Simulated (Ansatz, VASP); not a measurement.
# Two plane-wave programs on ZnSe

File INCAR:

```
SYSTEM = ZnSe
PREC = Accurate
ENCUT = 500
EDIFF = 1E-7
ISMEAR = 0
SIGMA = 0.02
LREAL = .False.
LASPH = .True.
NELM = 120
ALGO = Normal
ISIF = 3
LWAVE = .False.
LCHARG = .False.
GGA = PE
IVDW = 12
IBRION = 2
NSW = 70
EDIFFG = -0.005
GGA_COMPAT = .False.
NELMIN = 4
```

KPOINTS

```
regular mesh
0
Gamma
  8 8 8
  0 0 0
```

The input POSCAR:

```
ZnSe
1.0
    0.0000000000      2.8659201429      2.8659201429
    2.8659201429      0.0000000000      2.8659201429
    2.8659201429      2.8659201429      0.0000000000
Zn Se
1 1
Direct
    0.0000000000      0.0000000000      0.0000000000
    0.2500000000      0.2500000000      0.2500000000
```

Input for Ansatz:

```yaml
crystal:
  lattice:
    - [0.0, 2.8659201379, 2.8659201379]
    - [2.8659201379, 0.0, 2.8659201379]
    - [2.8659201379, 2.8659201379, 0.0]
  atoms:
    - { symbol: Zn, position: [0.0, 0.0, 0.0] }
    - { symbol: Se, position: [0.25, 0.25, 0.25] }
basis:
  ecutwfc: 420
kpoints:
  mp_grid: { grid: [8, 8, 8] }
hamiltonian:
  xc: pbe
  dispersion: d3bj
scf:
  occupations: { method: gaussian, width: 0.02 }
output:
  forces: true
  stress: true
  eigenvalues: true
relax:
  adjacent_minimum: "off"
  f_tol: 0.005
  max_steps: 50
  cell: { stress_tol: 0.05 }
```

Alike in both runs: task relaxation of cell and atoms; functional PBE; dispersion D3(BJ); k mesh 8 × 8 × 8; occupations gaussian, width 0.02 eV; no spin polarisation.

|  | VASP | Ansatz |
| --- | --- | --- |
| version | VASP 6.6.1 | Ansatz 0.2.0 |
| potentials or method | VASP PAW PBE potentials, release 64 (Zn, Se), cutoff 500 eV | scalar-relativistic, plane waves, PAW |
| valence electrons in the cell | 18 | 28 |

Ansatz gave:

| Property | Result |
| --- | --- |
| gap on the k mesh at the Fermi level, each at its own relaxed structure (eV) | 1.32 |
| relaxed volume (Å³/atom) | 22.59 |
| relaxed cell length with the largest relative difference (Å) | 3.998 |

Which values does VASP return?

gap on the k mesh at the Fermi level, each at its own relaxed structure (eV): 1.30; relaxed volume (Å³/atom): 22.69; relaxed cell length with the largest relative difference (Å): 4.003.

VASP's potentials hold 18 valence electrons a cell and Ansatz's 28, so a difference there can come from the potentials and not from the codes.
